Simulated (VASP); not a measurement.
# Hf (P6_3/mmc) in VASP: vibrations by perturbation theory with PBE

Aim: the vibrations by perturbation theory of Hf with PBE.

Everything below comes from runs of VASP 6.6.1. Logs are shortened: lines on timing, memory, paths and dates and some standing lists are left out, and cuts for length are marked.

## Step 1: The cell of the first run

The structure is hexagonal, space group P6_3/mmc (No. 194). Conventional cell: a = 3.203 Å, b = 3.203 Å, c = 5.082 Å, α = 90.00°, β = 90.00°, γ = 120.00°. Hf (site symmetry -6m2) has 12 Hf at 3.14 to 3.20 Å within 4.1 Å.

## Step 2: Vibrations by perturbation theory, PBE

The input, INCAR:

```
ALGO = Normal ; EDIFF = 1E-8
ENCUT = 520 ; GGA = PE
IBRION = 8 ; ISIF = 2
ISMEAR = -1 ; LASPH = True
LCHARG = False ; LREAL = False
LWAVE = False ; NELM = 80
NSW = 1 ; PREC = Accurate
SIGMA = 0.15
```

The input, KPOINTS:

```
k-points
0
Gamma
  15 15 8
```

The input, POSCAR:

```
Hf
1.0
    3.2030126742      0.0000000000      0.0000000000
   -1.6015063371      2.7738903445      0.0000000000
    0.0000000000      0.0000000000      5.0816172097
Hf
2
Direct
    0.3333333333      0.6666666667      0.2500000000
    0.6666666667      0.3333333333      0.7500000000
```

Potentials or basis: VASP PAW PBE potentials, release 64 (Hf_pv).

Launch:

```
cat potpaw_PBE.64/Hf_pv/POTCAR > POTCAR
mpirun -np 1 vasp_std > vasp.out
```

OUTCAR:

```text
EDIFF = 1E-8
   ENCUT = 520
   GGA = PE
   IBRION = 8
   ISIF = 2
   ISMEAR = -1
   LASPH = True
   LREAL = False
   NELM = 80
   NSW = 1
   PREC = Accurate

 ion  position               nearest neighbor table
   1  0.333  0.667  0.250-   2 3.14   2 3.14   2 3.14   2 3.14   2 3.14   2 3.14
   2  0.667  0.333  0.750-   1 3.14   1 3.14   1 3.14   1 3.14   1 3.14   1 3.14

  LATTYP: Found a hexagonal cell.
 ALAT       =     3.2030126742
 C/A-ratio  =     1.5865117396

  Lattice vectors:

 A1 = (   3.2030126742,   0.0000000000,   0.0000000000)
 A2 = (  -1.6015063371,   2.7738903445,   0.0000000000)
 A3 = (   0.0000000000,   0.0000000000,   5.0816172097)

Analysis of symmetry for initial positions (statically):
=====================================================================
 Subroutine PRICEL returns:
 Original cell was already a primitive cell.

 Routine SETGRP: Setting up the symmetry group for a
 hexagonal supercell.

 Subroutine GETGRP returns: Found 24 space group operations
 (whereof 12 operations were pure point group operations)
 out of a pool of 24 trial point group operations.

The static configuration has the point symmetry D_3d.
 The point group associated with its full space group is D_6h.

Analysis of symmetry for dynamics (positions and initial velocities):
=====================================================================
 Subroutine PRICEL returns:
 Original cell was already a primitive cell.

 Routine SETGRP: Setting up the symmetry group for a
 hexagonal supercell.

 Subroutine GETGRP returns: Found 24 space group operations
 (whereof 12 operations were pure point group operations)
 out of a pool of 24 trial point group operations.

The dynamic configuration has the point symmetry D_3d.
 The point group associated with its full space group is D_6h.

 Subroutine INISYM returns: Found 24 space group operations
 (whereof 12 operations are pure point group operations),
 and found     1 'primitive' translations

----------------------------------------------------------------------------------------

                                     Primitive cell

  volume of cell :      45.1492

  direct lattice vectors                    reciprocal lattice vectors
     3.203012674  0.000000000  0.000000000     0.312206070  0.180252259  0.000000000
    -1.601506337  2.773890344  0.000000000     0.000000000  0.360504517  0.000000000
     0.000000000  0.000000000  5.081617210     0.000000000  0.000000000  0.196787747

  length of vectors
     3.203012674  3.203012674  5.081617210     0.360504517  0.360504517  0.196787747

  position of ions in fractional coordinates (direct lattice)
     0.333333333  0.666666667  0.250000000
     0.666666667  0.333333333  0.750000000

  ion indices of the primitive-cell ions
   primitive index   ion index
                 1           1
                 2           2

----------------------------------------------------------------------------------------

 KPOINTS: k-points

Automatic generation of k-mesh.
 Grid dimensions read from file:
 generate k-points for:   15   15    8

 Generating k-lattice:

  Cartesian coordinates                     Fractional coordinates (reciprocal lattice)
     0.020813738  0.012016817  0.000000000     0.066666667  0.000000000  0.000000000
     0.000000000  0.024033634  0.000000000     0.000000000  0.066666667  0.000000000
     0.000000000  0.000000000  0.024598468     0.000000000  0.000000000  0.125000000

  Length of vectors
     0.024033634  0.024033634  0.024598468

  Shift w.r.t. Gamma in fractional coordinates (k-lattice)
     0.000000000  0.000000000  0.000000000

 Subroutine IBZKPT returns following result:
 ===========================================

 Found    135 irreducible k-points:

 Following reciprocal coordinates:
            Coordinates               Weight
  0.000000  0.000000  0.000000      1.000000
  0.066667  0.000000  0.000000      6.000000
  0.133333 -0.000000  0.000000      6.000000
  0.200000  0.000000  0.000000      6.000000
  0.266667 -0.000000  0.000000      6.000000
  0.333333 -0.000000  0.000000      6.000000
[... 16 lines left out ...]
  0.333333  0.200000  0.000000     12.000000
  0.400000  0.200000  0.000000      6.000000
 [... further k-points ...]
   k-points           NKPTS =    135   k-points in BZ     NKDIM =    135   number of bands    NBANDS=     14
   number of dos      NEDOS =    301   number of ions     NIONS =      2
   total plane-waves  NPLWV =  23040
   dimension x,y,z NGX =    24 NGY =   24 NGZ =   40
   dimension x,y,z NGXF=    48 NGYF=   48 NGZF=   80
   ions per type =               2
[... 24 lines left out ...]
   NUPDOWN=      -1.0000    fix difference up-down
   EMIN   =  10.00;   EMAX   =-10.00  energy-range for DOS
   EFERMI =   0.00;   METHOD = LEGACY
   ISMEAR =    -1;   SIGMA  =   0.15  broadening in eV -4-tet -1-fermi 0-gaus
   EFERMI_NEDOS =   21; number of points for ismear=-14 and -15
   IALGO  =     38    algorithm
   IMIX   =      4    mixing-type and parameters
     AMIX     =   0.40;   BMIX     =  1.00
     AMIX_MAG =   1.60;   BMIX_MAG =  1.00
  volume/ion in A,a.u.               =      22.57       152.34
  Fermi-wavevector in a.u.,A,eV,Ry     =   1.247962  2.358307 21.189855  1.557410
  Thomas-Fermi vector in A             =   2.382071
   LORBIT       =      0    0 simple, 1 ext, 2 COOP (PROOUT), +10 PAW based schemes
   GGA     = PE    functional components
   LHFCALC =     F    Hartree Fock is set to
   AEXX    =    0.0000 exact exchange contribution
   IVDW    =     0    specifies the selected vdW correction
   LEPSILON=     F    determine dielectric tensor
   LRPA    =     F    only Hartree local field effects (RPA)
 non-spin polarized calculation
  energy-cutoff  :      520.00
  volume of cell :       45.15
 maximum number of plane-waves:      1236
 NGX is ok and might be reduce to    24
   NGX = 11   NGY = 11   NGZ = 19

--------------------------------------- Ionic step        1  -------------------------------------------

 number of electron      20.0000006 magnetization

 Free energy of the ion-electron system (eV)
  ---------------------------------------------------
  ext. energy  EPLUGINS =         0.00000000
  ---------------------------------------------------
  free energy    TOTEN  =       -19.91324533 eV

  energy without entropy =      -19.77305277  energy(sigma->0) =      -19.84314905

 E-fermi :   4.8170     XC(G=0): -11.2418

 val. band max:        4.7969327738   @ k =   0.0000   0.0000   0.3750
 cond. band min:       4.8217820070   @ k =   0.1333  -0.0000   0.0000
 fundamental gap:      0.0248492332
 Fermi energy:         4.8170427989

 k-point     1 :       0.0000    0.0000    0.0000
  band No.  band energies     occupation
      1     -26.2104      2.00000
      2     -25.4979      2.00000
      3     -25.4979      2.00000
      4     -25.3755      2.00000
      5     -25.3755      2.00000
      6     -25.3739      2.00000
      7      -2.4947      2.00000
      8       1.1656      2.00000
      9       5.4474      0.02948
     10       6.0396      0.00058
     11       6.0396      0.00058
     12       6.2873      0.00011
     13       6.8432      0.00000
     14       6.8432      0.00000
[... 377 lines left out ...]
      1     -25.9969      2.00000
      2     -25.8599      2.00000
      3     -25.7990      2.00000
      4     -25.7670      2.00000
      5     -25.6308      2.00000
      6     -25.5895      2.00000
      7       2.2902      2.00000
      8       2.7433      2.00000
      9       2.9166      1.99999
     10       3.6324      1.99926
     11       5.2658      0.09561
     12       5.4878      0.02260
     13       6.6826      0.00001
     14       9.8585      0.00000

 [... further k-points ...]
[... 5 lines left out ...]
  --------------------------------------------------------------------------------------
  -------------------------------------------------------------------------------------
  Total       -0.1135736     -0.1135736     -0.1398855      0.0000000      0.0000000     -0.0000000
  in kB       -4.0303070     -4.0303070     -4.9640201      0.0000000      0.0000000     -0.0000000
  external PRESSURE =      -4.3415447 kB  Pullay stress =       0.0000000 kB

 VOLUME and BASIS-vectors are now :
 -----------------------------------------------------------------------------
  energy-cutoff  :      520.00
  volume of cell :       45.15
      direct lattice vectors                 reciprocal lattice vectors
     3.203012674  0.000000000  0.000000000     0.312206070  0.180252259  0.000000000
    -1.601506337  2.773890344  0.000000000     0.000000000  0.360504517  0.000000000
     0.000000000  0.000000000  5.081617210     0.000000000  0.000000000  0.196787747

 POSITION                                       TOTAL-FORCE (eV/Angst)
 -----------------------------------------------------------------------------------
     -0.00000      1.84926      1.27040         0.000000      0.000000      0.000000
      1.60151      0.92463      3.81121        -0.000000      0.000000      0.000000
 -----------------------------------------------------------------------------------
    total drift:                                0.000000     -0.000000      0.000000

  FREE ENERGIE OF THE ION-ELECTRON SYSTEM (eV)
  ---------------------------------------------------
  free  energy   TOTEN  =       -19.9132453348 eV

  energy  without entropy=      -19.7730527738  energy(sigma->0) =      -19.84314905

[... ionic steps 2 to 3 ...]

--------------------------------------- Ionic step        4  -------------------------------------------

------------------------ aborting loop because EDIFF is reached ----------------------------------------

[... ionic steps 5 to 5 ...]

--------------------------------------- Ionic step        6  -------------------------------------------

 Free energy of the ion-electron system (eV)
  ---------------------------------------------------
  ---------------------------------------------------
  free energy    TOTEN  =        -0.25273328 eV

  energy without entropy =       -0.25273329

------------------------ aborting loop because EDIFF is reached ----------------------------------------

 INTERNAL STRAIN TENSOR  FOR ION    1  DIRECTION 3   (eV/Angst):
 -----------------------------------------------------------------------------
     0.03825  0.00000  0.00000
     0.00000  0.03825 -0.00000
     0.00000 -0.00000 -0.07465

 INTERNAL STRAIN TENSOR FOR ION    2 for displacements in x,y,z  (eV/Angst):
          X           Y           Z          XY          YZ          ZX
  --------------------------------------------------------------------------------
  x     0.00000    -0.00000     0.00000     3.20375     0.00000     0.00000
  y     3.20375    -3.20375    -0.00000     0.00000     0.00000     0.00000
  z     0.00000     0.00000    -0.00000     0.00000     0.00000     0.00000

 SECOND DERIVATIVES (NOT SYMMETRIZED)
 ------------------------------------
               1X          1Y          1Z          2X          2Y          2Z
  1X    -1.786540    0.000000    0.000000    1.786540    0.000000    0.000000
  1Y     0.000000   -1.786540    0.000000    0.000000    1.786540    0.000000
  1Z    -0.000000    0.000000   -3.459611    0.000000    0.000000    3.459611
  2X     1.786540    0.000000    0.000000   -1.786540    0.000000    0.000000
  2Y     0.000000    1.786540    0.000000    0.000000   -1.786540    0.000000
  2Z     0.000000    0.000000    3.459611   -0.000000    0.000000   -3.459611

 Eigenvectors and eigenvalues of the dynamical matrix
 ----------------------------------------------------

   1 f  =    3.078027 THz    19.339815 2PiTHz  102.671933 cm-1    12.729692 meV
             X         Y         Z           dx          dy          dz
     -0.000000  1.849260  1.270404    -0.000000   -0.000000    0.707107
      1.601506  0.924630  3.811213     0.000000    0.000000   -0.707107
[... 11 lines left out ...]
   4 f  =    0.000000 THz     0.000000 2PiTHz    0.000001 cm-1     0.000000 meV
             X         Y         Z           dx          dy          dz
     -0.000000  1.849260  1.270404     0.004269    0.084260   -0.702056
      1.601506  0.924630  3.811213     0.004269    0.084260   -0.702056

   5 f/i=    0.000000 THz     0.000000 2PiTHz    0.000000 cm-1     0.000000 meV
             X         Y         Z           dx          dy          dz
     -0.000000  1.849260  1.270404     0.706286    0.033041    0.008260
      1.601506  0.924630  3.811213     0.706286    0.033041    0.008260

   6 f/i=    0.000000 THz     0.000000 2PiTHz    0.000001 cm-1     0.000000 meV
             X         Y         Z           dx          dy          dz
     -0.000000  1.849260  1.270404    -0.033789    0.701291    0.083962
      1.601506  0.924630  3.811213    -0.033789    0.701291    0.083962

--------------------------------------------------------------------------------------------------------

 ELASTIC MODULI CONTR FROM IONIC RELAXATION (kBar)
 Direction    XX          YY          ZZ          XY          YZ          ZX
 --------------------------------------------------------------------------------
 XX        -203.8753    203.8753      0.0000      0.0000     -0.0000      0.0000
 YY         203.8753   -203.8753     -0.0000     -0.0000     -0.0000      0.0000
 ZZ           0.0000     -0.0000     -0.0000     -0.0000      0.0000      0.0000
 XY           0.0000     -0.0000     -0.0000   -203.8753     -0.0000      0.0000
 YZ          -0.0000     -0.0000      0.0000     -0.0000     -0.0000      0.0000
 ZX           0.0000      0.0000      0.0000      0.0000      0.0000      0.0000
 --------------------------------------------------------------------------------
```

Run time: 6 min. Hardware: 1 thread of Intel Xeon 6975P-C (Granite Rapids), shared host; peak memory 0.74 GiB.

Results:

```
Highest phonon frequency at Γ : 103 cm⁻¹
```

Phonon frequencies in cm⁻¹ (negative: imaginary):
| q point | frequencies |
| --- | --- |
| (0.000, 0.000, 0.000) | 0 0 0 74 74 103 |

Caveat: spin-orbit coupling is left out, which moves the levels of the heavy elements.
